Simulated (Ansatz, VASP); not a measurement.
## One calculation of Ni, two programs

```
Ni
1.0
    -1.38372    1.38372    1.38372
     1.38372   -1.38372    1.38372
     1.38372    1.38372   -1.38372
Ni
1
Direct
  0.00000 0.00000 0.00000
```

Alike in both runs: task single point; functional LDA; k mesh 17 × 17 × 17; occupations fermi-dirac, width 0.05 eV; no spin polarisation.

|  | VASP | Ansatz |
| --- | --- | --- |
| version | VASP 6.6.1 | Ansatz 0.2.0 |
| potentials or method | VASP PAW LDA potentials, release 64 (Ni) | PAW with Ansatz's default frozen-core files, scalar-relativistic |
| plane-wave cutoff (eV) | 520 | 420 |
| valence electrons in the cell | 10 | 18 |

|  | VASP | Ansatz | Ansatz less VASP |
| --- | --- | --- | --- |
| pressure (GPa) | -11.9 | -12.0 | -0.07 |

LDA's correlation is that of Perdew and Zunger in VASP and of Perdew and Wang (1992) in Ansatz. VASP's potentials hold 10 valence electrons a cell and Ansatz's 18, so a difference there can come from the potentials and not from the codes.
